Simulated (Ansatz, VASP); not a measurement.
# P: VASP beside Ansatz

```
P
1.0
     1.57674    0.91033    3.15242
    -1.57674    0.91033    3.15242
     0.00000   -1.82067    3.15242
P
2
Direct
  0.23367 0.23367 0.23367
  0.76633 0.76633 0.76633
```

Change from the starting cell: strain -0.080 along x and y, +0.080 along z, atoms carried along.

Alike in both runs: task single point; functional PBE; dispersion D3(BJ); k mesh 24 × 24 × 24; occupations gaussian, width 0.15 eV; no spin polarisation.

|  | VASP | Ansatz |
| --- | --- | --- |
| version | VASP 6.6.1 | Ansatz 0.2.0 |
| potentials or method | VASP PAW PBE potentials, release 64 (P), cutoff 520 eV | scalar-relativistic, plane waves, PAW |
| valence electrons in the cell | 10 | 10 |

```csv
,VASP,Ansatz,Ansatz less VASP
gap on the k mesh at the Fermi level (eV),none,none,-
pressure (GPa),14.1,14.5,+0.42
"traceless stress, the component that is largest in VASP (GPa)",-10.83,-10.83,+0.007
rms of the force components (eV/Å),0.104,0.148,+0.0440
```

Atom by atom the forces differ by 0.044 eV/Å (rms over components). A gap of «none» marks a metal or a gap that the smearing closes.
